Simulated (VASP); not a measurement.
## BaO: electric field gradients with PBE

BaO:

```
Ba O
1.0
     0.00000    2.75000    2.75000
     2.75000    0.00000    2.75000
     2.75000    2.75000    0.00000
Ba O
1 1
Direct
  0.00000 0.00000 0.00000
  0.50000 0.50000 0.50000
```

```
Program                : VASP 6.6.1
Task                   : electric field gradients
Functional             : PBE
Potentials or basis    : VASP PAW PBE potentials, release 64 (Ba_sv, O)
Cutoff                 : 520 eV
k mesh                 : 8 × 8 × 8
Occupations            : fermi-dirac, width 0.02 eV
Spin                   : no spin polarisation
Dipole correction      : no
Further INCAR settings : ALGO = Normal; EDIFF = 1e-08; NBANDS = 15
```

```json
{
 "Pressure": "4.9 GPa",
 "Band gap on the k mesh": "1.90 eV",
 "Largest electric field gradient by atom": "zero within the noise of the run"
}
```

Levels at points of the mesh, in eV from the valence-band top:
| k point | band 6 | band 7 | band 8 | band 9 | band 10 | band 11 |
| --- | --- | --- | --- | --- | --- | --- |
| (0.00, 0.00, 0.00) | -0.40 | -0.40 | -0.40 | 3.63 | 4.67 | 4.67 |
| (0.50, 0.00, 0.00) | -2.08 | -1.58 | -1.58 | 4.94 | 7.21 | 7.21 |
| (0.50, 0.50, 0.00) | -0.19 | -0.19 | 0.00 | 1.90 | 6.05 | 8.98 |

Wall time 12 s on 1 thread of Intel(R) Xeon(R) 6975P-C (Granite Rapids), on a shared host, peak memory 0.17 GiB.

Caveat: the cell stands under pressure; spin-orbit coupling is left out, which moves the levels of the heavy elements. A k mesh can miss the band edges.
